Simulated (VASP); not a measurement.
# Ag (Fm-3m) in VASP: single point with PBEsol

Aim: the single point of Ag with PBEsol.

Everything below comes from runs of VASP 6.6.1. Logs are shortened: lines on timing, memory, paths and dates and some standing lists are left out, and cuts for length are marked.

## 1. The cell of the first run

The structure is cubic, space group Fm-3m (No. 225). The conventional cell has a = 5.740 Å, b = 5.740 Å, c = 5.740 Å, α = 90.00°, β = 90.00°, γ = 90.00°. Within 5.3 Å of Ag (site symmetry m-3m) lie 12 Ag at 4.06 Å.

## 2. Single point, PBEsol

INCAR

```
ALGO     = Normal         # electronic algorithm
EDIFF    = 1E-6           # SCF threshold, eV
ENCUT    = 500            # plane-wave cutoff, eV
GGA      = PS             # functional
GGA_COMPAT= F            
ISIF     = 2              # what is computed and relaxed
ISMEAR   = 0              # smearing method
LASPH    = T              # aspherical terms in the spheres
LCHARG   = F              # write CHGCAR
LREAL    = F              # projectors in reciprocal space
LWAVE    = F              # write WAVECAR
NBANDS   = 12             # bands
NELM     = 120            # most SCF steps
PREC     = Accurate       # precision mode
SIGMA    = 0.1            # smearing width, eV
```

KPOINTS

```
k-points
0
Gamma
  6 6 6
```

POSCAR

```
Ag
1.0
    0.0000000000      2.8701500000      2.8701500000
    2.8701500000      0.0000000000      2.8701500000
    2.8701500000      2.8701500000      0.0000000000
Ag
1
Direct
    0.0000000000      0.0000000000      0.0000000000
```

Potentials or basis: VASP PAW PBE potentials, release 64 (Ag).

Started as:

```bash
$ cat potpaw_PBE.64/Ag/POTCAR > POTCAR
$ mpirun -np 1 vasp_std > vasp.out
```

OUTCAR:

```text
EDIFF = 1E-6
   ENCUT = 500
   GGA = PS
   ISIF = 2
   ISMEAR = 0
   LASPH = T
   LREAL = F
   NELM = 120
   PREC = Accurate

 ion  position               nearest neighbor table
   1  0.000  0.000  0.000-

  LATTYP: Found a face centered cubic cell.
 ALAT       =     5.7403000000

  Lattice vectors:

 A1 = (   0.0000000000,   2.8701500000,   2.8701500000)
 A2 = (   2.8701500000,   0.0000000000,   2.8701500000)
 A3 = (   2.8701500000,   2.8701500000,   0.0000000000)

Analysis of symmetry for initial positions (statically):
=====================================================================
 Subroutine PRICEL returns:
 Original cell was already a primitive cell.

 Routine SETGRP: Setting up the symmetry group for a
 face centered cubic supercell.

 Subroutine GETGRP returns: Found 48 space group operations
 (whereof 48 operations were pure point group operations)
 out of a pool of 48 trial point group operations.

The static configuration has the point symmetry O_h .

Analysis of symmetry for dynamics (positions and initial velocities):
=====================================================================
 Subroutine PRICEL returns:
 Original cell was already a primitive cell.

 Routine SETGRP: Setting up the symmetry group for a
 face centered cubic supercell.

 Subroutine GETGRP returns: Found 48 space group operations
 (whereof 48 operations were pure point group operations)
 out of a pool of 48 trial point group operations.

The dynamic configuration has the point symmetry O_h .

 Subroutine INISYM returns: Found 48 space group operations
 (whereof 48 operations are pure point group operations),
 and found     1 'primitive' translations

----------------------------------------------------------------------------------------

                                     Primitive cell

  volume of cell :      47.2872

  direct lattice vectors                    reciprocal lattice vectors
     0.000000000  2.870150000  2.870150000    -0.174206923  0.174206923  0.174206923
     2.870150000  0.000000000  2.870150000     0.174206923 -0.174206923  0.174206923
     2.870150000  2.870150000  0.000000000     0.174206923  0.174206923 -0.174206923

  length of vectors
     4.059005056  4.059005056  4.059005056     0.301735242  0.301735242  0.301735242

  position of ions in fractional coordinates (direct lattice)
     0.000000000  0.000000000  0.000000000

  ion indices of the primitive-cell ions
   primitive index   ion index
                 1           1
[... 70 lines left out ...]
   ISYM   =      2    0-nonsym 1-usesym 2-fastsym
   POTIM  = 0.5000    time-step for ionic-motion
   TEBEG  =    0.0;   TEEND  =   0.0 temperature during run
   PSTRESS=    0.0 pullay stress
   NELECT =      11.0000    total number of electrons
   NUPDOWN=      -1.0000    fix difference up-down
   EMIN   =  10.00;   EMAX   =-10.00  energy-range for DOS
   EFERMI =   0.00;   METHOD = LEGACY
   ISMEAR =     0;   SIGMA  =   0.10  broadening in eV -4-tet -1-fermi 0-gaus
   EFERMI_NEDOS =   21; number of points for ismear=-14 and -15
   IALGO  =     38    algorithm
   IMIX   =      4    mixing-type and parameters
     AMIX     =   0.40;   BMIX     =  1.00
     AMIX_MAG =   1.60;   BMIX_MAG =  1.00
  volume/ion in A,a.u.               =      47.29       319.11
  Fermi-wavevector in a.u.,A,eV,Ry     =   1.006834  1.902640 13.792421  1.013714
  Thomas-Fermi vector in A             =   2.139601
   LORBIT       =      0    0 simple, 1 ext, 2 COOP (PROOUT), +10 PAW based schemes
   GGA     = PS    functional components
   LHFCALC =     F    Hartree Fock is set to
   AEXX    =    0.0000 exact exchange contribution
   IVDW    =     0    specifies the selected vdW correction
   LEPSILON=     F    determine dielectric tensor
   LRPA    =     F    only Hartree local field effects (RPA)
 non-spin polarized calculation
 Gauss-broadening in eV      SIGMA  =   0.10
  energy-cutoff  :      500.00
  volume of cell :       47.29
 maximum number of plane-waves:      1243
 NGX is ok and might be reduce to    30
   NGX = 15   NGY = 15   NGZ = 15

 number of electron      11.0000004 magnetization

 Free energy of the ion-electron system (eV)
  ---------------------------------------------------
  ext. energy  EPLUGINS =         0.00000000
  ---------------------------------------------------
  free energy    TOTEN  =        -1.28448548 eV

  energy without entropy =       -1.27981838  energy(sigma->0) =       -1.28215193

 E-fermi :  -0.1342     XC(G=0):  -7.3679

 val. band max:       -0.1928092511   @ k =   0.5000   0.3333   0.1667
 cond. band min:       0.3100403942   @ k =   0.5000   0.1667   0.0000
 fundamental gap:      0.5028496453
 Fermi energy:        -0.1341632577

 k-point     1 :       0.0000    0.0000    0.0000
  band No.  band energies     occupation
      1      -3.2168      2.00000
      2      -3.2168      2.00000
      3      -3.2168      2.00000
      4      -3.0760      2.00000
      5      -3.0760      2.00000
      6      -2.9430      2.00000
      7      10.4015      0.00000
      8      10.4015      0.00000
      9      10.4016      0.00000
     10      11.9097      0.00000
     11      13.4589      0.00000
     12      13.4591      0.00000
[... 211 lines left out ...]
 k-point    16 :      -0.3333    0.5000    0.1667
  band No.  band energies     occupation
      1      -3.3140      2.00000
      2      -3.3078      2.00000
      3      -3.0757      2.00000
      4      -3.0237      2.00000
      5      -2.9284      2.00000
      6       1.8570      0.00000
      7       2.8589      0.00000
      8       4.6176      0.00000
      9       4.9459      0.00000
     10      11.0039      0.00000
     11      11.5616      0.00000
     12      15.7212      0.00000

------------------------ aborting loop because EDIFF is reached ----------------------------------------

  FORCE on cell =-STRESS in cart. coord.  units (eV):
  Direction    XX          YY          ZZ          XY          YZ          ZX
  --------------------------------------------------------------------------------------
  -------------------------------------------------------------------------------------
  Total       -1.7793263     -1.7793263     -1.7793263      0.0000000      0.0000000      0.0000000
  in kB      -60.2868242    -60.2868242    -60.2868242      0.0000000      0.0000000      0.0000000
  external PRESSURE =     -60.2868242 kB  Pullay stress =       0.0000000 kB

 VOLUME and BASIS-vectors are now :
 -----------------------------------------------------------------------------
  energy-cutoff  :      500.00
  volume of cell :       47.29
      direct lattice vectors                 reciprocal lattice vectors
     0.000000000  2.870150000  2.870150000    -0.174206923  0.174206923  0.174206923
     2.870150000  0.000000000  2.870150000     0.174206923 -0.174206923  0.174206923
     2.870150000  2.870150000  0.000000000     0.174206923  0.174206923 -0.174206923

 POSITION                                       TOTAL-FORCE (eV/Angst)
 -----------------------------------------------------------------------------------
      0.00000      0.00000      0.00000        -0.000000      0.000000      0.000000
 -----------------------------------------------------------------------------------
    total drift:                               -0.000000     -0.000000      0.000000

  FREE ENERGIE OF THE ION-ELECTRON SYSTEM (eV)
  ---------------------------------------------------
  free  energy   TOTEN  =        -1.2844854782 eV

  energy  without entropy=       -1.2798183822  energy(sigma->0) =       -1.28215193
```

OSZICAR:

```text
N       E                     dE             d eps       ncg     rms          rms(c)
DAV:   1     0.479214848708E+02    0.47921E+02   -0.44221E+03   392   0.686E+02
DAV:   2    -0.520874564918E+00   -0.48442E+02   -0.44959E+02   428   0.149E+02
DAV:   3    -0.130681087615E+01   -0.78594E+00   -0.78547E+00   472   0.212E+01
DAV:   4    -0.130943437597E+01   -0.26235E-02   -0.26234E-02   444   0.137E+00
DAV:   5    -0.130946840130E+01   -0.34025E-04   -0.34025E-04   456   0.147E-01    0.852E-01
DAV:   6    -0.128154664177E+01    0.27922E-01   -0.12689E-01   468   0.286E+00    0.551E-01
DAV:   7    -0.128305076452E+01   -0.15041E-02   -0.15197E-03   432   0.273E-01    0.357E-01
DAV:   8    -0.128442707510E+01   -0.13763E-02   -0.16996E-03   416   0.328E-01    0.432E-02
DAV:   9    -0.128448202325E+01   -0.54948E-04   -0.41434E-05   472   0.477E-02    0.114E-02
DAV:  10    -0.128448537599E+01   -0.33527E-05   -0.65451E-06   424   0.169E-02    0.202E-03
DAV:  11    -0.128448547822E+01   -0.10223E-06   -0.13298E-07   328   0.253E-03
   1 F= -.12844855E+01 E0= -.12821519E+01  d E =-.466710E-02
```

stdout:

```text
POSCAR found type information on POSCAR Ag
 POSCAR found :  1 types and       1 ions
 scaLAPACK will be used
 -----------------------------------------------------------------------------
|                                                                             |
|                                                                             |
|     You enforced a specific xc type in the INCAR file but a different       |
|     I HOPE YOU KNOW WHAT YOU ARE DOING!                                     |
|                                                                             |
 -----------------------------------------------------------------------------

 LDA part: xc-table for (Slater+PW92), standard interpolation
 POSCAR, INCAR and KPOINTS ok, starting setup
 FFT: planning ... GRIDC
 FFT: planning ... GRID_SOFT
 FFT: planning ... GRID
 WAVECAR not read
 entering main loop
```

Run time: 18 s. Hardware: 1 thread of Intel Xeon 8259CL, shared host; peak memory 0.16 GiB.

What came out:

- Free energy: -1.2845 eV
- Pressure: -6.0 GPa

Caveat: the PAW data sets were made with another functional, which shifts forces and pressure a little.
